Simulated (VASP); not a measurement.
# HgTe in VASP: a series of runs

Runs on HgTe. Level: PBE. Tasks: single point.

Program: VASP 6.6.1. These are calculated values, not measurements. Logs are shortened: lines on timing, memory, paths and dates and some standing lists are left out, and cuts for length are marked.

**1. The cell of the first run**

The structure is cubic, space group F-43m (No. 216). Conventional cell: a = 6.982 Å, b = 6.982 Å, c = 6.982 Å, α = 90.00°, β = 90.00°, γ = 90.00°. Hg (site symmetry -43m) has 4 Te at 3.02 Å within 4.0 Å. Within 4.0 Å of Te (site symmetry -43m) lie 4 Hg at 3.02 Å.

**2. Single point, PBE (strain +0.050 along x and y, +0.050 along z)**

Contents of INCAR:

```
PREC = Accurate
ENCUT = 520
EDIFF = 1E-6
ISMEAR = 0
SIGMA = 0.15
LREAL = False
LASPH = True
NELM = 100
ALGO = Normal
ISIF = 2
LWAVE = False
LCHARG = False
GGA = PE
NBANDS = 16
```

Contents of KPOINTS:

```
regular mesh
0
Gamma
  16 16 16
```

Contents of POSCAR:

```
HgTe
1.0
    0.0000000000      3.4910379909      3.4910379909
    3.4910379909      0.0000000000      3.4910379909
    3.4910379909      3.4910379909      0.0000000000
Hg Te
1 1
Direct
    0.0000000000      0.0000000000      0.0000000000
    0.7500000000      0.7500000000      0.7500000000
```

Potentials or basis: VASP PAW PBE potentials, release 64 (Hg, Te).

On the command line:

```console
> cat potpaw_PBE.64/Hg/POTCAR potpaw_PBE.64/Te/POTCAR > POTCAR
> mpirun -np 1 vasp_std > vasp.out
```

OUTCAR:

```text
PREC = Accurate
   ENCUT = 520
   EDIFF = 1E-6
   ISMEAR = 0
   LREAL = False
   LASPH = True
   NELM = 100
   ISIF = 2
   GGA = PE

 ion  position               nearest neighbor table
   1  0.000  0.000  0.000-   2 3.02   2 3.02   2 3.02   2 3.02
   2  0.750  0.750  0.750-   1 3.02   1 3.02   1 3.02   1 3.02

  LATTYP: Found a face centered cubic cell.
 ALAT       =     6.9820759818

  Lattice vectors:

 A1 = (   0.0000000000,   3.4910379909,   3.4910379909)
 A2 = (   3.4910379909,   0.0000000000,   3.4910379909)
 A3 = (   3.4910379909,   3.4910379909,   0.0000000000)

Analysis of symmetry for initial positions (statically):
=====================================================================
 Subroutine PRICEL returns:
 Original cell was already a primitive cell.

 Routine SETGRP: Setting up the symmetry group for a
 face centered cubic supercell.

 Subroutine GETGRP returns: Found 24 space group operations
 (whereof 24 operations were pure point group operations)
 out of a pool of 48 trial point group operations.

The static configuration has the point symmetry T_d .

Analysis of symmetry for dynamics (positions and initial velocities):
=====================================================================
 Subroutine PRICEL returns:
 Original cell was already a primitive cell.

 Routine SETGRP: Setting up the symmetry group for a
 face centered cubic supercell.

 Subroutine GETGRP returns: Found 24 space group operations
 (whereof 24 operations were pure point group operations)
 out of a pool of 48 trial point group operations.

The dynamic configuration has the point symmetry T_d .

 Subroutine INISYM returns: Found 24 space group operations
 (whereof 24 operations are pure point group operations),
 and found     1 'primitive' translations

----------------------------------------------------------------------------------------

                                     Primitive cell

  volume of cell :      85.0930

  direct lattice vectors                    reciprocal lattice vectors
     0.000000000  3.491037991  3.491037991    -0.143223878  0.143223878  0.143223878
     3.491037991  0.000000000  3.491037991     0.143223878 -0.143223878  0.143223878
     3.491037991  3.491037991  0.000000000     0.143223878  0.143223878 -0.143223878

  length of vectors
     4.937073273  4.937073273  4.937073273     0.248071034  0.248071034  0.248071034

  position of ions in fractional coordinates (direct lattice)
     0.000000000  0.000000000  0.000000000
     0.750000000  0.750000000  0.750000000

  ion indices of the primitive-cell ions
   primitive index   ion index
                 1           1
                 2           2

----------------------------------------------------------------------------------------

 KPOINTS: regular mesh

Automatic generation of k-mesh.
 Grid dimensions read from file:
 generate k-points for:   16   16   16

 Generating k-lattice:

  Cartesian coordinates                     Fractional coordinates (reciprocal lattice)
    -0.008951492  0.008951492  0.008951492     0.062500000  0.000000000  0.000000000
     0.008951492 -0.008951492  0.008951492     0.000000000  0.062500000  0.000000000
     0.008951492  0.008951492 -0.008951492     0.000000000  0.000000000  0.062500000

  Length of vectors
     0.015504440  0.015504440  0.015504440

  Shift w.r.t. Gamma in fractional coordinates (k-lattice)
     0.000000000  0.000000000  0.000000000

 Subroutine IBZKPT returns following result:
 ===========================================

 Found    145 irreducible k-points:

 Following reciprocal coordinates:
            Coordinates               Weight
  0.000000  0.000000  0.000000      1.000000
  0.062500  0.000000  0.000000      8.000000
  0.125000  0.000000  0.000000      8.000000
  0.187500  0.000000  0.000000      8.000000
  0.250000  0.000000  0.000000      8.000000
  0.312500  0.000000  0.000000      8.000000
[... 16 lines left out ...]
 -0.125000  0.062500  0.000000     24.000000
 -0.062500  0.062500  0.000000     12.000000
 [... further k-points ...]
   k-points           NKPTS =    145   k-points in BZ     NKDIM =    145   number of bands    NBANDS=     16
   number of dos      NEDOS =    301   number of ions     NIONS =      2
   total plane-waves  NPLWV =  64000
   dimension x,y,z NGX =    40 NGY =   40 NGZ =   40
   dimension x,y,z NGXF=    80 NGYF=   80 NGZF=   80
   ions per type =               1   1
   NGX,Y,Z   is equivalent  to a cutoff of  13.47, 13.47, 13.47 a.u.
   NGXF,Y,Z  is equivalent  to a cutoff of  26.94, 26.94, 26.94 a.u.
 SYSTEM =  unknown system
   PREC   = accura    normal or accurate (medium, high low for compatibility)
   ISTART =      0    job   : 0-new  1-cont  2-samecut
   ICHARG =      2    charge: 1-file 2-atom 10-const
   ISPIN  =      1    spin polarized calculation?
   LNONCOLLINEAR =      F non collinear calculations
   LSORBIT =      F    spin-orbit coupling
   LASPH  =      T    aspherical Exc in radial PAW
   ENCUT  =  520.0 eV  38.22 Ry    6.18 a.u.   9.18  9.18  9.18*2*pi/ulx,y,z
   NELM   =    100;   NELMIN=  2; NELMDL= -5     # of ELM steps
   EDIFF  = 0.1E-05   stopping-criterion for ELM
   LREAL  =      F    real-space projection
   EDIFFG = 0.1E-04   stopping-criterion for IOM
   NSW    =      0    number of steps for IOM
   IBRION =     -1    ionic relax: 0-MD 1-quasi-New 2-CG
   NFREE  =      0    steps in history (QN), initial steepest desc. (CG)
   ISIF   =      2    stress and relaxation
   ISYM   =      2    0-nonsym 1-usesym 2-fastsym
   POTIM  = 0.5000    time-step for ionic-motion
   TEBEG  =    0.0;   TEEND  =   0.0 temperature during run
   PSTRESS=    0.0 pullay stress
   NELECT =      18.0000    total number of electrons
   NUPDOWN=      -1.0000    fix difference up-down
   EMIN   =  10.00;   EMAX   =-10.00  energy-range for DOS
   EFERMI =   0.00;   METHOD = LEGACY
   ISMEAR =     0;   SIGMA  =   0.15  broadening in eV -4-tet -1-fermi 0-gaus
   EFERMI_NEDOS =   21; number of points for ismear=-14 and -15
   IALGO  =     38    algorithm
   IMIX   =      4    mixing-type and parameters
     AMIX     =   0.40;   BMIX     =  1.00
     AMIX_MAG =   1.60;   BMIX_MAG =  1.00
  volume/ion in A,a.u.               =      42.55       287.12
  Fermi-wavevector in a.u.,A,eV,Ry     =   0.975441  1.843317 12.945746  0.951486
  Thomas-Fermi vector in A             =   2.105981
   LORBIT       =      0    0 simple, 1 ext, 2 COOP (PROOUT), +10 PAW based schemes
   GGA     = PE    functional components
   LHFCALC =     F    Hartree Fock is set to
   AEXX    =    0.0000 exact exchange contribution
   IVDW    =     0    specifies the selected vdW correction
   LEPSILON=     F    determine dielectric tensor
   LRPA    =     F    only Hartree local field effects (RPA)
 non-spin polarized calculation
 Gauss-broadening in eV      SIGMA  =   0.15
  energy-cutoff  :      520.00
  volume of cell :       85.09
 maximum number of plane-waves:      2305
 NGX is ok and might be reduce to    40
   NGX = 19   NGY = 19   NGZ = 19

 number of electron      18.0000002 magnetization

 Free energy of the ion-electron system (eV)
  ---------------------------------------------------
  ext. energy  EPLUGINS =         0.00000000
  ---------------------------------------------------
  free energy    TOTEN  =        -3.51330166 eV

  energy without entropy =       -3.51257212  energy(sigma->0) =       -3.51293689

 E-fermi :   1.0807     XC(G=0):  -7.7264

 val. band max:        0.9653037081   @ k =   0.0000   0.0000   0.0000
 cond. band min:       1.1155702709   @ k =   0.0625   0.0000   0.0000
 fundamental gap:      0.1502665628
 Fermi energy:         1.0807113298

 k-point     1 :       0.0000    0.0000    0.0000
  band No.  band energies     occupation
      1      -9.6676      2.00000
      2      -5.3103      2.00000
      3      -5.3103      2.00000
      4      -5.3103      2.00000
      5      -5.0159      2.00000
      6      -5.0159      2.00000
[... 8 lines left out ...]
     15      10.1730      0.00000
     16      10.1730      0.00000

 k-point     2 :       0.0625    0.0000    0.0000
  band No.  band energies     occupation
      1      -9.6560      2.00000
      2      -5.3071      2.00000
      3      -5.3071      2.00000
      4      -5.3033      2.00000
      5      -5.0161      2.00000
      6      -5.0161      2.00000
[... 8 lines left out ...]
     15       9.9386      0.00000
     16       9.9386      0.00000

 k-point     3 :       0.1250    0.0000    0.0000
  band No.  band energies     occupation
      1      -9.6225      2.00000
      2      -5.2982      2.00000
      3      -5.2982      2.00000
      4      -5.2811      2.00000
      5      -5.0166      2.00000
      6      -5.0166      2.00000
[... 8 lines left out ...]
     15       9.6235      0.00000
     16       9.6235      0.00000

 k-point     4 :       0.1875    0.0000    0.0000
  band No.  band energies     occupation
      1      -9.5716      2.00000
      2      -5.2854      2.00000
      3      -5.2854      2.00000
      4      -5.2403      2.00000
      5      -5.0167      2.00000
      6      -5.0167      2.00000
[... 8 lines left out ...]
     15       9.4285      0.00000
     16       9.4285      0.00000
[... 324 lines left out ...]
 k-point    22 :      -0.1875    0.0625    0.0000
  band No.  band energies     occupation
      1      -9.5432      2.00000
      2      -5.2814      2.00000
      3      -5.2726      2.00000
      4      -5.2177      2.00000
      5      -5.0208      2.00000
      6      -5.0119      2.00000
[... 8 lines left out ...]
     15       9.1175      0.00000
     16       9.6041      0.00000

 k-point    23 :      -0.1250    0.0625    0.0000
  band No.  band energies     occupation
      1      -9.5978      2.00000
      2      -5.2945      2.00000
      3      -5.2865      2.00000
      4      -5.2655      2.00000
      5      -5.0200      2.00000
      6      -5.0137      2.00000
[... 8 lines left out ...]
     15       9.2656      0.00000
     16       9.6053      0.00000

 k-point    24 :      -0.0625    0.0625    0.0000
  band No.  band energies     occupation
      1      -9.6371      2.00000
      2      -5.3037      2.00000
      3      -5.2987      2.00000
      4      -5.2930      2.00000
      5      -5.0181      2.00000
      6      -5.0149      2.00000
[... 8 lines left out ...]
     15       9.5586      0.00000
     16       9.8333      0.00000

 [... further k-points ...]
[... 5 lines left out ...]
  --------------------------------------------------------------------------------------
  -------------------------------------------------------------------------------------
  Total       -1.7991540     -1.7991540     -1.7991540      0.0000000      0.0000000     -0.0000000
  in kB      -33.8754599    -33.8754599    -33.8754599      0.0000000      0.0000000     -0.0000000
  external PRESSURE =     -33.8754599 kB  Pullay stress =       0.0000000 kB

 VOLUME and BASIS-vectors are now :
 -----------------------------------------------------------------------------
  energy-cutoff  :      520.00
  volume of cell :       85.09
      direct lattice vectors                 reciprocal lattice vectors
     0.000000000  3.491037991  3.491037991    -0.143223878  0.143223878  0.143223878
     3.491037991  0.000000000  3.491037991     0.143223878 -0.143223878  0.143223878
     3.491037991  3.491037991  0.000000000     0.143223878  0.143223878 -0.143223878

 POSITION                                       TOTAL-FORCE (eV/Angst)
 -----------------------------------------------------------------------------------
      0.00000      0.00000      0.00000         0.000000      0.000000      0.000000
      5.23656      5.23656      5.23656        -0.000000     -0.000000     -0.000000
 -----------------------------------------------------------------------------------
    total drift:                                0.000000      0.000000      0.000000

  FREE ENERGIE OF THE ION-ELECTRON SYSTEM (eV)
  ---------------------------------------------------
  free  energy   TOTEN  =        -3.5133016631 eV

  energy  without entropy=       -3.5125721241  energy(sigma->0) =       -3.51293689
```

It took 80 s on 1 thread of Intel Xeon 6975P-C (Granite Rapids), shared host; peak memory 0.38 GiB.

What came out:

```
Free energy            : -3.5133 eV
Pressure               : -3.4 GPa
Band gap on the k mesh : zero (filled and empty bands touch)
```

Caveat: the cell differs from its parent crystal (strain +0.050 along x and y, +0.050 along z); spin-orbit coupling is left out, which moves the levels of the heavy elements.

**3. Single point, PBE (strain -0.050 along x and y, -0.025 along z)**

Contents of INCAR:

```
SYSTEM = HgTe
PREC = Accurate
ENCUT = 520
EDIFF = 1E-6
ISMEAR = 0
SIGMA = 0.15
LREAL = .FALSE.
LASPH = .TRUE.
NELM = 80
ALGO = Normal
ISIF = 2
LWAVE = .FALSE.
LCHARG = .FALSE.
GGA = PE
NBANDS = 16
```

Contents of KPOINTS:

```
Automatic mesh
0
G
  16 16 16
  0 0 0
```

Contents of POSCAR:

```
HgTe
1.0
    0.0000000000      3.1585581823      3.2416781344
    3.1585581823      0.0000000000      3.2416781344
    3.1585581823      3.1585581823      0.0000000000
Hg Te
1 1
Direct
    0.0000000000      0.0000000000      0.0000000000
    0.7500000000      0.7500000000      0.7500000000
```

Potentials or basis: VASP PAW PBE potentials, release 64 (Hg, Te).

On the command line:

```console
> cat potpaw_PBE.64/Hg/POTCAR potpaw_PBE.64/Te/POTCAR > POTCAR
> mpirun -np 1 vasp_std > vasp.out
```

Run time: 2.5 min. Hardware: 1 thread of Intel Xeon 6975P-C (Granite Rapids), shared host; peak memory 0.49 GiB.

Results (log left out):

```yaml
Free_energy: -3.4970 eV
Pressure: 6.2 GPa
Band_gap_on_the_k_mesh: zero (filled and empty bands touch)
```

Stress tensor (GPa, compression positive):
```
6.29 0.00 0.00
0.00 6.29 0.00
0.00 0.00 6.00
```

Levels at points of the mesh, in eV from the Fermi level:
| k point | band 7 | band 8 | band 9 | band 10 | band 11 | band 12 |
| --- | --- | --- | --- | --- | --- | --- |
| (0.00, 0.00, 0.00) | -0.77 | -0.22 | -0.12 | -0.12 | 4.00 | 4.00 |
| (0.50, 0.00, 0.00) | -5.93 | -1.29 | -1.16 | 0.55 | 4.77 | 4.91 |
| (0.50, 0.50, 0.00) | -5.91 | -2.54 | -2.54 | 1.85 | 2.31 | 8.11 |
| (0.50, 0.00, 0.50) | -5.78 | -2.68 | -2.62 | 1.66 | 2.18 | 8.29 |

Caveat: the cell differs from its parent crystal (strain -0.050 along x and y, -0.025 along z); spin-orbit coupling is left out, which moves the levels of the heavy elements.

**4. Single point, PBE (strain -0.050 along x and y, +0.000 along z)**

Contents of INCAR:

```
PREC     = Accurate       # precision mode
ENCUT    = 520            # plane-wave cutoff, eV
EDIFF    = 1E-6           # SCF threshold, eV
ISMEAR   = 0              # smearing method
SIGMA    = 0.15           # smearing width, eV
LREAL    = F              # projectors in reciprocal space
LASPH    = T              # aspherical terms in the spheres
NELM     = 100            # most SCF steps
ALGO     = Normal         # electronic algorithm
ISIF     = 2              # what is computed and relaxed
LWAVE    = F              # write WAVECAR
LCHARG   = F              # write CHGCAR
GGA      = PE             # functional
NBANDS   = 16             # bands
```

Contents of KPOINTS:

```
regular mesh
0
Gamma
  16 16 16
```

Contents of POSCAR:

```
HgTe
1.0
    0.0000000000      3.1585581823      3.3247980866
    3.1585581823      0.0000000000      3.3247980866
    3.1585581823      3.1585581823      0.0000000000
Hg Te
1 1
Direct
    0.0000000000      0.0000000000      0.0000000000
    0.7500000000      0.7500000000      0.7500000000
```

On the command line:

```console
> cat potpaw_PBE.64/Hg/POTCAR potpaw_PBE.64/Te/POTCAR > POTCAR
> mpirun -np 1 vasp_std > vasp.out
```

Wall time 2.1 min (1 thread of Intel Xeon 6975P-C (Granite Rapids), shared host); peak memory 0.5 GiB.

It converged, with:

```yaml
Free_energy: -3.5501 eV
Pressure: 4.6 GPa
Band_gap_on_the_k_mesh: zero (filled and empty bands touch)
```

Stress tensor (GPa, compression positive):
```
4.86 0.00 0.00
0.00 4.86 0.00
0.00 0.00 4.17
```

Levels at points of the mesh, in eV from the Fermi level:
```tsv
k point	band 6	band 7	band 8	band 9	band 10	band 11	band 12	band 13
(0.00, 0.00, 0.00)	-7.05	-0.86	-0.31	-0.10	-0.10	4.05	4.05	4.05
(0.50, 0.00, 0.00)	-6.75	-5.76	-1.31	-1.06	0.52	4.73	5.00	6.72
(0.50, 0.50, 0.00)	-6.66	-5.86	-2.37	-2.37	1.98	2.44	7.88	8.76
(0.50, 0.00, 0.50)	-6.56	-5.60	-2.64	-2.51	1.60	2.20	8.21	8.58
```

Caveat: the cell differs from its parent crystal (strain -0.050 along x and y, +0.000 along z); spin-orbit coupling is left out, which moves the levels of the heavy elements.

**5. Single point, PBE (strain -0.025 along x and y, -0.050 along z)**

Contents of INCAR:

```
PREC = Accurate
ENCUT = 520
EDIFF = 1E-6
ISMEAR = 0
SIGMA = 0.15
LREAL = F
LASPH = T
NELM = 60
ALGO = Normal
ISIF = 2
LWAVE = F
LCHARG = F
GGA = PE
NBANDS = 16
```

KPOINTS is that of step 4.

Contents of POSCAR:

```
HgTe
1.0
    0.0000000000      3.2416781344      3.1585581823
    3.2416781344      0.0000000000      3.1585581823
    3.2416781344      3.2416781344      0.0000000000
Hg Te
1 1
Direct
    0.0000000000      0.0000000000      0.0000000000
    0.7500000000      0.7500000000      0.7500000000
```

On the command line:

```console
> cat potpaw_PBE.64/Hg/POTCAR potpaw_PBE.64/Te/POTCAR > POTCAR
> mpirun -np 1 vasp_std > vasp.out
```

Run time: 2.1 min. Hardware: 1 thread of Intel Xeon 6975P-C (Granite Rapids), shared host; peak memory 0.5 GiB.

The run converged. Its results:

- Free energy: -3.5549 eV
- Pressure: 4.6 GPa

Stress tensor (GPa, compression positive):
```
4.53 0.00 0.00
0.00 4.53 0.00
0.00 0.00 4.82
```

Levels at points of the mesh, in eV from the Fermi level:
| k point | band 5 | band 6 | band 7 | band 8 | band 9 | band 10 | band 11 | band 12 | band 13 | band 14 |
| --- | --- | --- | --- | --- | --- | --- | --- | --- | --- | --- |
| (0.00, 0.00, 0.00) | -7.06 | -7.04 | -0.83 | -0.18 | -0.18 | -0.09 | 4.06 | 4.06 | 4.06 | 6.33 |
| (0.50, 0.00, 0.00) | -7.03 | -6.73 | -5.75 | -1.23 | -1.11 | 0.56 | 4.80 | 4.95 | 6.72 | 7.79 |
| (0.50, 0.50, 0.00) | -6.99 | -6.54 | -5.59 | -2.56 | -2.56 | 1.62 | 2.22 | 8.25 | 8.79 | 8.79 |
| (0.50, 0.00, 0.50) | -6.98 | -6.59 | -5.71 | -2.49 | -2.42 | 1.81 | 2.34 | 8.07 | 8.70 | 8.83 |

Caveat: the cell differs from its parent crystal (strain -0.025 along x and y, -0.050 along z); spin-orbit coupling is left out, which moves the levels of the heavy elements.

**6. The runs side by side**

| cell | gap on the mesh (eV) | pressure (GPa) |
| --- | --- | --- |
| a = 4.937 Å, angles 60.0°, 2 atoms | none | -3.4 |
| a = 4.526, b = 4.526, c = 4.467 Å, angles 60.4, 60.4, 59.1°, 2 atoms | none | 6.2 |
| a = 4.586, b = 4.586, c = 4.467 Å, angles 60.9, 60.9, 58.3°, 2 atoms | none | 4.6 |
| a = 4.526, b = 4.526, c = 4.584 Å, angles 59.6, 59.6, 60.9°, 2 atoms | - | 4.6 |

Alike in all rows: task single point; level PBE; potentials or basis VASP PAW PBE potentials, release 64 (Hg, Te); no spin polarisation; k mesh 16 × 16 × 16; cutoff (eV) 520; smearing gaussian 0.15 eV.

Caveats: spin-orbit coupling is left out, which moves the levels of the heavy elements.

Total energies depend on the potentials used, so only differences within one code and one set of settings carry meaning.
